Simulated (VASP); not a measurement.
A run of VASP 6.6.1:

Contents of INCAR:

```
PREC = Accurate ; ENCUT = 520
EDIFF = 1E-6 ; ISMEAR = 0
SIGMA = 0.01 ; LREAL = F
LASPH = T ; NELM = 60
ALGO = Normal ; ISIF = 2
LWAVE = F ; LCHARG = T
GGA = PE ; LELF = T
LVHAR = T ; NBANDS = 11
```

File KPOINTS:

```
Automatic mesh
0
Gamma
  6 6 6
```

File POSCAR:

```
NaH
1.0
    0.0000000000      2.3975116441      2.3975116441
    2.3975116441      0.0000000000      2.3975116441
    2.3975116441      2.3975116441      0.0000000000
Na H
1 1
Direct
    0.0000000000      0.0000000000      0.0000000000
    0.5000000000      0.5000000000      0.5000000000
```

Potentials or basis: VASP PAW PBE potentials, release 64 (Na_pv, H).

Command:

```console
$ cat potpaw_PBE.64/Na_pv/POTCAR potpaw_PBE.64/H/POTCAR > POTCAR
$ mpirun -np 1 vasp_std > vasp.out
```

Hardware: 1 thread of Intel Xeon 6975P-C, with other jobs on the host.

Problem. How long does it take, and how much memory?

Solution. Run time: 5.2 s on 1 thread of Intel Xeon 6975P-C, on a shared host, peak memory 0.15 GiB. Counts: scf iterations 12, k points 16.
